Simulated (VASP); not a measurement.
# AlN (R3m) in VASP: further runs, part 3 of 3

VASP 6.6.1. The steps go on from the part before.

## (5) Single point, PBE

INCAR

```
ALGO     = Normal         # electronic algorithm
EDIFF    = 1E-6           # SCF threshold, eV
ENCUT    = 520            # plane-wave cutoff, eV
GGA      = PE             # functional
ISIF     = 2              # what is computed and relaxed
ISMEAR   = 0              # smearing method
LASPH    = T              # aspherical terms in the spheres
LCHARG   = F              # write CHGCAR
LREAL    = F              # projectors in reciprocal space
LWAVE    = F              # write WAVECAR
NBANDS   = 11             # bands
NELM     = 60             # most SCF steps
PREC     = Accurate       # precision mode
SIGMA    = 0.05           # smearing width, eV
```

KPOINTS

```
k-points
0
Gamma
  10 10 10
```

POSCAR

```
AlN
1.0
    0.0000000000      2.1839935596      2.1839935596
    2.1839935596      0.0000000000      2.1839935596
    2.1839935596      2.1839935596      0.0000000000
Al N
1 1
Direct
    0.0297399711      0.0297399711      0.0297399711
    0.7500000000      0.7500000000      0.7500000000
```

Potentials or basis: VASP PAW PBE potentials, release 64 (Al, N).

On the command line:

```sh
cat potpaw_PBE.64/Al/POTCAR potpaw_PBE.64/N/POTCAR > POTCAR
mpirun -np 1 vasp_std > vasp.out
```

OUTCAR:

```text
EDIFF = 1E-6
   ENCUT = 520
   GGA = PE
   ISIF = 2
   ISMEAR = 0
   LASPH = T
   LREAL = F
   NELM = 60
   PREC = Accurate

 ion  position               nearest neighbor table
   1  0.030  0.030  0.030-   2 1.83   2 1.83   2 1.83   2 2.12
   2  0.750  0.750  0.750-   1 1.83   1 1.83   1 1.83   1 2.12

  LATTYP: Found a face centered cubic cell.
 ALAT       =     4.3679871192

  Lattice vectors:

 A1 = (   0.0000000000,   2.1839935596,   2.1839935596)
 A2 = (   2.1839935596,   0.0000000000,   2.1839935596)
 A3 = (   2.1839935596,   2.1839935596,   0.0000000000)

Analysis of symmetry for initial positions (statically):
=====================================================================
 Subroutine PRICEL returns:
 Original cell was already a primitive cell.

 Routine SETGRP: Setting up the symmetry group for a
 face centered cubic supercell.

 Subroutine GETGRP returns: Found  6 space group operations
 (whereof  6 operations were pure point group operations)
 out of a pool of 48 trial point group operations.

The static configuration has the point symmetry C_3v.

Analysis of symmetry for dynamics (positions and initial velocities):
=====================================================================
 Subroutine PRICEL returns:
 Original cell was already a primitive cell.

 Routine SETGRP: Setting up the symmetry group for a
 face centered cubic supercell.

 Subroutine GETGRP returns: Found  6 space group operations
 (whereof  6 operations were pure point group operations)
 out of a pool of 48 trial point group operations.

The dynamic configuration has the point symmetry C_3v.

 Subroutine INISYM returns: Found  6 space group operations
 (whereof  6 operations are pure point group operations),
 and found     1 'primitive' translations

----------------------------------------------------------------------------------------

                                     Primitive cell

  volume of cell :      20.8345
[... 115 lines left out ...]
   LHFCALC =     F    Hartree Fock is set to
   AEXX    =    0.0000 exact exchange contribution
   IVDW    =     0    specifies the selected vdW correction
   LEPSILON=     F    determine dielectric tensor
   LRPA    =     F    only Hartree local field effects (RPA)
 non-spin polarized calculation
 Gauss-broadening in eV      SIGMA  =   0.05
  energy-cutoff  :      520.00
  volume of cell :       20.83
 maximum number of plane-waves:       571
   NGX = 11   NGY = 11   NGZ = 11

 number of electron       8.0000000 magnetization

 Free energy of the ion-electron system (eV)
  ---------------------------------------------------
  ext. energy  EPLUGINS =         0.00000000
  ---------------------------------------------------
  free energy    TOTEN  =       -14.58308275 eV

  energy without entropy =      -14.58308275  energy(sigma->0) =      -14.58308275

 E-fermi :   6.8890     XC(G=0): -10.9316

 val. band max:        6.6085571954   @ k =   0.0000   0.0000   0.0000
 cond. band min:       9.2738023577   @ k =   0.5000   0.5000   0.0000
 fundamental gap:      2.6652451622
 Fermi energy:         6.8889780921

 k-point     1 :       0.0000    0.0000    0.0000
  band No.  band energies     occupation
      1      -9.0226      2.00000
      2       5.6284      2.00000
      3       5.6284      2.00000
      4       6.6086      2.00000
      5      10.0449      0.00000
      6      18.5485      0.00000
      7      18.5485      0.00000
      8      18.5813      0.00000
      9      23.4955      0.00000
     10      23.4955      0.00000
     11      24.1973      0.00000
[... 309 lines left out ...]
 k-point    24 :       0.5000    0.4000    0.5000
  band No.  band energies     occupation
      1      -6.9860      2.00000
      2       0.6362      2.00000
      3       4.7370      2.00000
      4       5.0309      2.00000
      5      13.8852      0.00000
      6      14.8717      0.00000
      7      17.3946      0.00000
      8      17.7001      0.00000
      9      24.0630      0.00000
     10      25.0082      0.00000
     11      26.3212      0.00000

 [... further k-points ...]

------------------------ aborting loop because EDIFF is reached ----------------------------------------

  FORCE on cell =-STRESS in cart. coord.  units (eV):
  Direction    XX          YY          ZZ          XY          YZ          ZX
  --------------------------------------------------------------------------------------
  -------------------------------------------------------------------------------------
  Total        1.1602196      1.1602196      1.1602196     -0.7216837     -0.7216837     -0.7216837
  in kB       89.2209292     89.2209292     89.2209292    -55.4974972    -55.4974972    -55.4974972
  external PRESSURE =      89.2209292 kB  Pullay stress =       0.0000000 kB

 VOLUME and BASIS-vectors are now :
 -----------------------------------------------------------------------------
  energy-cutoff  :      520.00
  volume of cell :       20.83
      direct lattice vectors                 reciprocal lattice vectors
     0.000000000  2.183993560  2.183993560    -0.228938404  0.228938404  0.228938404
     2.183993560  0.000000000  2.183993560     0.228938404 -0.228938404  0.228938404
     2.183993560  2.183993560  0.000000000     0.228938404  0.228938404 -0.228938404

 POSITION                                       TOTAL-FORCE (eV/Angst)
 -----------------------------------------------------------------------------------
      0.12990      0.12990      0.12990        -1.072472     -1.072472     -1.072472
      3.27599      3.27599      3.27599         1.072472      1.072472      1.072472
 -----------------------------------------------------------------------------------
    total drift:                                0.000254      0.000254      0.000254

  FREE ENERGIE OF THE ION-ELECTRON SYSTEM (eV)
  ---------------------------------------------------
  free  energy   TOTEN  =       -14.5830827507 eV

  energy  without entropy=      -14.5830827507  energy(sigma->0) =      -14.58308275
```

Wall time 10 s (1 thread of Intel Xeon Platinum 8488C (Sapphire Rapids), shared host); peak memory 0.14 GiB.

What came out:

```yaml
Free_energy: -14.5831 eV
Pressure: 8.9 GPa
Largest_force: 1.858 eV/Å
Band_gap_on_the_k_mesh: 2.67 eV, indirect (least direct gap 3.44 eV)
```

Forces on the atoms (eV/Å):
```
Al  -1.072 -1.072 -1.072
N    1.072  1.072  1.072
```

Stress tensor (GPa, compression positive):
```
 8.92 -5.55 -5.55
-5.55  8.92 -5.55
-5.55 -5.55  8.92
```

Levels at points of the mesh, in eV from the valence-band top:
```csv
k point,band 1,band 2,band 3,band 4,band 5,band 6,band 7,band 8
"(0.00, 0.00, 0.00)",-15.63,-0.98,-0.98,0.00,3.44,11.94,11.94,11.97
"(0.50, 0.00, 0.00)",-13.57,-6.59,-1.40,-0.62,6.49,9.00,10.45,10.82
"(0.50, 0.50, 0.50)",-13.64,-6.19,-1.44,-1.44,6.92,9.31,10.37,10.37
"(0.50, 0.50, 0.00)",-12.96,-5.56,-2.64,-2.13,2.67,7.78,13.04,15.08
```

Caveat: the cell differs from its parent crystal (all Al atoms moved -0.225 Å, as atom 1 towards its neighbour atom 2 (N) at 1.891 Å); forces of over 1 eV/Å act on the atoms, so gaps and moduli don't describe the material at rest.

## (6) Single point, PBE

INCAR

```
SYSTEM = AlN
ALGO = Normal ; EDIFF = 1E-6
ENCUT = 520 ; GGA = PE
ISIF = 2 ; ISMEAR = 0
LASPH = .True. ; LCHARG = .True.
LELF = .True. ; LREAL = .False.
LVHAR = .True. ; LWAVE = .False.
NBANDS = 11 ; NELM = 80
PREC = Accurate ; SIGMA = 0.05
```

KPOINTS

```
k-points
0
Gamma
  10 10 10
  0 0 0
```

Edit POSCAR of step 5 so:

```diff
@@ -8,3 +8,3 @@
 Direct
-    0.0297399711      0.0297399711      0.0297399711
+   -0.0346966329     -0.0346966329     -0.0346966329
     0.7500000000      0.7500000000      0.7500000000
```

Potentials or basis: VASP PAW PBE potentials, release 64 (Al, N).

On the command line:

```sh
cat potpaw_PBE.64/Al/POTCAR potpaw_PBE.64/N/POTCAR > POTCAR
mpirun -np 1 vasp_std > vasp.out
```

Run time: 10 s. Hardware: 1 thread of Intel Xeon Platinum 8488C (Sapphire Rapids), shared host; peak memory 0.15 GiB.

It converged, with:

- Free energy: -14.0576 eV
- Pressure: 17.6 GPa
- Largest force: 7.329 eV/Å
- Band gap on the k mesh: 2.99 eV, indirect (least direct gap 3.75 eV)

Forces on the atoms (eV/Å):
```
Al   4.231  4.231  4.231
N   -4.231 -4.231 -4.231
```

Stress tensor (GPa, compression positive):
```
17.56 21.35 21.35
21.35 17.56 21.35
21.35 21.35 17.56
```

Levels at points of the mesh, in eV from the valence-band top:
```
           k point  band 1  band 2  band 3  band 4  band 5  band 6  band 7  band 8
(0.00, 0.00, 0.00)  -15.31   -1.10    0.00    0.00    3.75   12.18   12.18   12.51
(0.50, 0.00, 0.00)  -13.31   -6.05   -1.30   -0.52    6.89    9.43   10.43   11.43
(0.50, 0.50, 0.50)  -13.24   -6.42   -0.48   -0.48    6.73    9.11   11.02   11.02
(0.50, 0.50, 0.00)  -12.66   -5.23   -2.25   -1.84    2.99    8.06   13.18   15.51
```

Caveat: the cell differs from its parent crystal (all Al atoms moved +0.263 Å, as atom 1 towards its neighbour atom 2 (N) at 1.891 Å); forces of over 1 eV/Å act on the atoms, so gaps and moduli don't describe the material at rest.
